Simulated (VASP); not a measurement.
# Pb in VASP: further runs

The runs below take Pb through single point, with PBE.

All numbers are computed with VASP 6.6.1; they aren't measurements. Logs are shortened: lines on timing, memory, paths and dates and some standing lists are left out, and cuts for length are marked.

### 1 The cell of the first run

The cell holds a slab with vacuum, 3 atoms: a = 3.480 Å, b = 3.480 Å, c = 20.590 Å, α = 90.00°, β = 90.00°, γ = 120.00°.

### 2 Single point, PBE

INCAR

```
SYSTEM = Pb
PREC     = Accurate       ! precision mode
ENCUT    = 520            ! plane-wave cutoff, eV
EDIFF    = 1E-6           ! SCF threshold, eV
ISMEAR   = -1             ! smearing method
SIGMA    = 0.05           ! smearing width, eV
LREAL    = .FALSE.        ! projectors in reciprocal space
LASPH    = .TRUE.         ! aspherical terms in the spheres
NELM     = 100            ! most SCF steps
ALGO     = Normal         ! electronic algorithm
ISIF     = 2              ! what is computed and relaxed
LWAVE    = .FALSE.        ! write WAVECAR
LCHARG   = .FALSE.        ! write CHGCAR
GGA      = PE             ! functional
NBANDS   = 28             ! bands
```

KPOINTS

```
regular mesh
0
G
  9 9 1
  0 0 0
```

POSCAR

```
Pb
1.0
    3.4800006906      0.0000000000      0.0000000000
   -1.7400003453      3.0137690032      0.0000000000
    0.0000000000      0.0000000000     20.5900000000
Pb
3
Direct
    0.3333333333      0.6666666667      0.3574419625
    0.6666666667      0.3333333333      0.5000000000
    0.3333333333      0.6666666667      0.6425580375
```

Potentials or basis: VASP PAW PBE potentials, release 64 (Pb_d).

Command:

```
$ cat potpaw_PBE.64/Pb_d/POTCAR > POTCAR
$ mpirun -np 1 vasp_std > vasp.out
```

OUTCAR:

```text
SYSTEM = Pb
   PREC = Accurate
   ENCUT = 520
   EDIFF = 1E-6
   ISMEAR = -1
   LREAL = .FALSE.
   LASPH = .TRUE.
   NELM = 100
   ISIF = 2
   GGA = PE

 ion  position               nearest neighbor table
   1  0.333  0.667  0.357-   2 3.56   2 3.56   2 3.56
   2  0.667  0.333  0.500-   1 3.56   3 3.56   1 3.56   3 3.56   1 3.56   3 3.56
   3  0.333  0.667  0.643-   2 3.56   2 3.56   2 3.56

  LATTYP: Found a hexagonal cell.
 ALAT       =     3.4800006906
 C/A-ratio  =     5.9166654925

  Lattice vectors:

 A1 = (   3.4800006906,   0.0000000000,   0.0000000000)
 A2 = (  -1.7400003453,   3.0137690032,   0.0000000000)
 A3 = (   0.0000000000,   0.0000000000,  20.5900000000)

Analysis of symmetry for initial positions (statically):
=====================================================================
 Subroutine PRICEL returns:
 Original cell was already a primitive cell.

 Routine SETGRP: Setting up the symmetry group for a
 hexagonal supercell.

 Subroutine GETGRP returns: Found 12 space group operations
 (whereof 12 operations were pure point group operations)
 out of a pool of 24 trial point group operations.

The static configuration has the point symmetry D_3h.

Analysis of symmetry for dynamics (positions and initial velocities):
=====================================================================
 Subroutine PRICEL returns:
 Original cell was already a primitive cell.

 Routine SETGRP: Setting up the symmetry group for a
 hexagonal supercell.

 Subroutine GETGRP returns: Found 12 space group operations
 (whereof 12 operations were pure point group operations)
 out of a pool of 24 trial point group operations.

The dynamic configuration has the point symmetry D_3h.

 Subroutine INISYM returns: Found 12 space group operations
 (whereof 12 operations are pure point group operations),
 and found     1 'primitive' translations

----------------------------------------------------------------------------------------

                                     Primitive cell

  volume of cell :     215.9462

  direct lattice vectors                    reciprocal lattice vectors
     3.480000691  0.000000000  0.000000000     0.287356265  0.165905217  0.000000000
    -1.740000345  3.013769003  0.000000000     0.000000000  0.331810434  0.000000000
     0.000000000  0.000000000 20.590000000     0.000000000  0.000000000  0.048567266

  length of vectors
     3.480000691  3.480000691 20.590000000     0.331810434  0.331810434  0.048567266

  position of ions in fractional coordinates (direct lattice)
     0.333333333  0.666666667  0.357441962
     0.666666667  0.333333333  0.500000000
     0.333333333  0.666666667  0.642558038

  ion indices of the primitive-cell ions
   primitive index   ion index
                 1           1
                 2           2
                 3           3

----------------------------------------------------------------------------------------

 KPOINTS: regular mesh

Automatic generation of k-mesh.
 Grid dimensions read from file:
 generate k-points for:    9    9    1

 Generating k-lattice:

  Cartesian coordinates                     Fractional coordinates (reciprocal lattice)
     0.031928474  0.018433913  0.000000000     0.111111111 -0.000000000  0.000000000
     0.000000000  0.036867826  0.000000000     0.000000000  0.111111111  0.000000000
     0.000000000  0.000000000  0.048567266     0.000000000  0.000000000  1.000000000

  Length of vectors
     0.036867826  0.036867826  0.048567266

  Shift w.r.t. Gamma in fractional coordinates (k-lattice)
     0.000000000  0.000000000  0.000000000

 Subroutine IBZKPT returns following result:
 ===========================================

 Found     12 irreducible k-points:

 Following reciprocal coordinates:
            Coordinates               Weight
  0.000000  0.000000  0.000000      1.000000
  0.111111 -0.000000  0.000000      6.000000
  0.222222 -0.000000  0.000000      6.000000
  0.333333 -0.000000  0.000000      6.000000
  0.444444 -0.000000  0.000000      6.000000
  0.111111  0.111111  0.000000      6.000000
  0.222222  0.111111  0.000000     12.000000
  0.333333  0.111111  0.000000     12.000000
  0.444444  0.111111  0.000000      6.000000
  0.222222  0.222222  0.000000      6.000000
  0.333333  0.222222  0.000000     12.000000
  0.333333  0.333333  0.000000      2.000000
   k-points           NKPTS =     12   k-points in BZ     NKDIM =     12   number of bands    NBANDS=     28
   number of dos      NEDOS =    301   number of ions     NIONS =      3
   total plane-waves  NPLWV = 125440
   dimension x,y,z NGX =    28 NGY =   28 NGZ =  160
   dimension x,y,z NGXF=    56 NGYF=   56 NGZF=  320
   ions per type =               3
   NGX,Y,Z   is equivalent  to a cutoff of  13.38, 13.38, 12.92 a.u.
   NGXF,Y,Z  is equivalent  to a cutoff of  26.75, 26.75, 25.84 a.u.
 SYSTEM =  Pb
   PREC   = accura    normal or accurate (medium, high low for compatibility)
   ISTART =      0    job   : 0-new  1-cont  2-samecut
   ICHARG =      2    charge: 1-file 2-atom 10-const
   ISPIN  =      1    spin polarized calculation?
   LNONCOLLINEAR =      F non collinear calculations
   LSORBIT =      F    spin-orbit coupling
   LASPH  =      T    aspherical Exc in radial PAW
   ENCUT  =  520.0 eV  38.22 Ry    6.18 a.u.   6.47  6.47 38.28*2*pi/ulx,y,z
   NELM   =    100;   NELMIN=  2; NELMDL= -5     # of ELM steps
   EDIFF  = 0.1E-05   stopping-criterion for ELM
   LREAL  =      F    real-space projection
   EDIFFG = 0.1E-04   stopping-criterion for IOM
   NSW    =      0    number of steps for IOM
   IBRION =     -1    ionic relax: 0-MD 1-quasi-New 2-CG
   NFREE  =      0    steps in history (QN), initial steepest desc. (CG)
   ISIF   =      2    stress and relaxation
   ISYM   =      2    0-nonsym 1-usesym 2-fastsym
   POTIM  = 0.5000    time-step for ionic-motion
   TEBEG  =    0.0;   TEEND  =   0.0 temperature during run
   PSTRESS=    0.0 pullay stress
   NELECT =      42.0000    total number of electrons
   NUPDOWN=      -1.0000    fix difference up-down
   EMIN   =  10.00;   EMAX   =-10.00  energy-range for DOS
   EFERMI =   0.00;   METHOD = LEGACY
   ISMEAR =    -1;   SIGMA  =   0.05  broadening in eV -4-tet -1-fermi 0-gaus
   EFERMI_NEDOS =   21; number of points for ismear=-14 and -15
   IALGO  =     38    algorithm
   IMIX   =      4    mixing-type and parameters
     AMIX     =   0.40;   BMIX     =  1.00
     AMIX_MAG =   1.60;   BMIX_MAG =  1.00
  volume/ion in A,a.u.               =      71.98       485.76
  Fermi-wavevector in a.u.,A,eV,Ry     =   0.948512  1.792427 12.240815  0.899675
  Thomas-Fermi vector in A             =   2.076707
   LORBIT       =      0    0 simple, 1 ext, 2 COOP (PROOUT), +10 PAW based schemes
   GGA     = PE    functional components
   LHFCALC =     F    Hartree Fock is set to
   AEXX    =    0.0000 exact exchange contribution
   IVDW    =     0    specifies the selected vdW correction
   LEPSILON=     F    determine dielectric tensor
   LRPA    =     F    only Hartree local field effects (RPA)
 non-spin polarized calculation
  energy-cutoff  :      520.00
  volume of cell :      215.95
 maximum number of plane-waves:      5897
 NGX is ok and might be reduce to    28
   NGX = 13   NGY = 13   NGZ = 77

 number of electron      42.0000000 magnetization

 Free energy of the ion-electron system (eV)
  ---------------------------------------------------
  ext. energy  EPLUGINS =         0.00000000
  ---------------------------------------------------
  free energy    TOTEN  =       -10.20145020 eV

  energy without entropy =      -10.17798683  energy(sigma->0) =      -10.18971851

 E-fermi :   0.6729     XC(G=0):  -5.0850

 val. band max:        0.6367276753   @ k =   0.2222  -0.0000   0.0000
 cond. band min:       0.7511519805   @ k =   0.3333   0.3333   0.0000
 fundamental gap:      0.1144243052
 Fermi energy:         0.6729250180

 k-point     1 :       0.0000    0.0000    0.0000
  band No.  band energies     occupation
      1     -16.3706      2.00000
      2     -16.3680      2.00000
      3     -16.3322      2.00000
      4     -16.3322      2.00000
      5     -16.3286      2.00000
      6     -16.3286      2.00000
[... 20 lines left out ...]
     27       7.5853      0.00000
     28       7.5853      0.00000

 k-point     2 :       0.1111   -0.0000    0.0000
  band No.  band energies     occupation
      1     -16.3595      2.00000
      2     -16.3587      2.00000
      3     -16.3291      2.00000
      4     -16.3277      2.00000
      5     -16.3032      2.00000
      6     -16.2994      2.00000
[... 20 lines left out ...]
     27       6.2166      0.00000
     28       6.5631      0.00000

 k-point     3 :       0.2222   -0.0000    0.0000
  band No.  band energies     occupation
      1     -16.3821      2.00000
      2     -16.3799      2.00000
      3     -16.2830      2.00000
      4     -16.2786      2.00000
      5     -16.2554      2.00000
      6     -16.2384      2.00000
[... 20 lines left out ...]
     27       5.9181      0.00000
     28       5.9643      0.00000

 k-point     4 :       0.3333   -0.0000    0.0000
  band No.  band energies     occupation
      1     -16.4171      2.00000
      2     -16.4110      2.00000
      3     -16.3011      2.00000
      4     -16.2909      2.00000
      5     -16.2303      2.00000
      6     -16.2236      2.00000
[... 20 lines left out ...]
     27       6.0302      0.00000
     28       6.0968      0.00000

 k-point     5 :       0.4444   -0.0000    0.0000
  band No.  band energies     occupation
      1     -16.4404      2.00000
      2     -16.4316      2.00000
      3     -16.3284      2.00000
      4     -16.3215      2.00000
      5     -16.2311      2.00000
      6     -16.2264      2.00000
[... 20 lines left out ...]
     27       5.8212      0.00000
     28       6.5594      0.00000

 k-point     6 :       0.1111    0.1111    0.0000
  band No.  band energies     occupation
      1     -16.3446      2.00000
      2     -16.3429      2.00000
      3     -16.3342      2.00000
      4     -16.3326      2.00000
      5     -16.2452      2.00000
      6     -16.2429      2.00000
[... 20 lines left out ...]
     27       5.6566      0.00000
     28       5.8708      0.00000

 k-point     7 :       0.2222    0.1111    0.0000
  band No.  band energies     occupation
      1     -16.3717      2.00000
      2     -16.3682      2.00000
      3     -16.2855      2.00000
      4     -16.2833      2.00000
      5     -16.2702      2.00000
      6     -16.2651      2.00000
[... 20 lines left out ...]
     27       5.2721      0.00000
     28       5.7077      0.00000

 k-point     8 :       0.3333    0.1111    0.0000
  band No.  band energies     occupation
      1     -16.3994      2.00000
      2     -16.3920      2.00000
      3     -16.3137      2.00000
      4     -16.3068      2.00000
      5     -16.2409      2.00000
      6     -16.2227      2.00000
[... 20 lines left out ...]
     27       4.5759      0.00000
     28       6.3543      0.00000

 k-point     9 :       0.4444    0.1111    0.0000
  band No.  band energies     occupation
      1     -16.4105      2.00000
      2     -16.4014      2.00000
      3     -16.3259      2.00000
      4     -16.3221      2.00000
      5     -16.2412      2.00000
      6     -16.2207      2.00000
[... 20 lines left out ...]
     27       4.3994      0.00000
     28       6.6054      0.00000

 k-point    10 :       0.2222    0.2222    0.0000
  band No.  band energies     occupation
      1     -16.3329      2.00000
      2     -16.3249      2.00000
      3     -16.2982      2.00000
      4     -16.2932      2.00000
      5     -16.2822      2.00000
      6     -16.2699      2.00000
[... 20 lines left out ...]
     27       4.6781      0.00000
     28       6.4385      0.00000

 k-point    11 :       0.3333    0.2222    0.0000
  band No.  band energies     occupation
      1     -16.3301      2.00000
      2     -16.3180      2.00000
      3     -16.3104      2.00000
      4     -16.3031      2.00000
      5     -16.2588      2.00000
      6     -16.2440      2.00000
[... 20 lines left out ...]
     27       3.8775      0.00000
     28       6.8445      0.00000

 k-point    12 :       0.3333    0.3333    0.0000
  band No.  band energies     occupation
      1     -16.3093      2.00000
      2     -16.3026      2.00000
      3     -16.2700      2.00000
      4     -16.2680      2.00000
      5     -16.2377      2.00000
      6     -16.2217      2.00000
[... 20 lines left out ...]
     27       4.1978      0.00000
     28       6.2514      0.00000

------------------------ aborting loop because EDIFF is reached ----------------------------------------

  FORCE on cell =-STRESS in cart. coord.  units (eV):
  Direction    XX          YY          ZZ          XY          YZ          ZX
  --------------------------------------------------------------------------------------
  -------------------------------------------------------------------------------------
  Total       -0.5859237     -0.5859237     -0.0217902      0.0000000      0.0000000      0.0000000
  in kB       -4.3471642     -4.3471642     -0.1616687      0.0000000      0.0000000      0.0000000
  external PRESSURE =      -2.9519990 kB  Pullay stress =       0.0000000 kB

 VOLUME and BASIS-vectors are now :
 -----------------------------------------------------------------------------
  energy-cutoff  :      520.00
  volume of cell :      215.95
      direct lattice vectors                 reciprocal lattice vectors
     3.480000691  0.000000000  0.000000000     0.287356265  0.165905217  0.000000000
    -1.740000345  3.013769003  0.000000000     0.000000000  0.331810434  0.000000000
     0.000000000  0.000000000 20.590000000     0.000000000  0.000000000  0.048567266

 POSITION                                       TOTAL-FORCE (eV/Angst)
 -----------------------------------------------------------------------------------
     -0.00000      2.00918      7.35973        -0.000000     -0.000000     -0.003626
      1.74000      1.00459     10.29500         0.000000      0.000000      0.000000
     -0.00000      2.00918     13.23027        -0.000000     -0.000000      0.003626
 -----------------------------------------------------------------------------------
    total drift:                                0.000000     -0.000000     -0.000000

  FREE ENERGIE OF THE ION-ELECTRON SYSTEM (eV)
  ---------------------------------------------------
  free  energy   TOTEN  =       -10.2014501955 eV

  energy  without entropy=      -10.1779868332  energy(sigma->0) =      -10.18971851
```

Wall time 72 s (1 thread of Intel Xeon Platinum 8488C (Sapphire Rapids), shared host); peak memory 0.35 GiB.

Results:

| Property | Result |
| --- | --- |
| Free energy | -10.2015 eV |
| Largest force | 0.004 eV/Å |
| Band gap on the k mesh | zero (band 21 reaches 3.12 eV, above the bottom of band 22 at -0.52 eV) |

Forces on the atoms (eV/Å):
```
Pb   0.000  0.000 -0.004
Pb   0.000  0.000  0.000
Pb   0.000  0.000  0.004
```

Caveat: spin-orbit coupling is left out, which moves the levels of the heavy elements.

(Continued in part 2 of 2.)
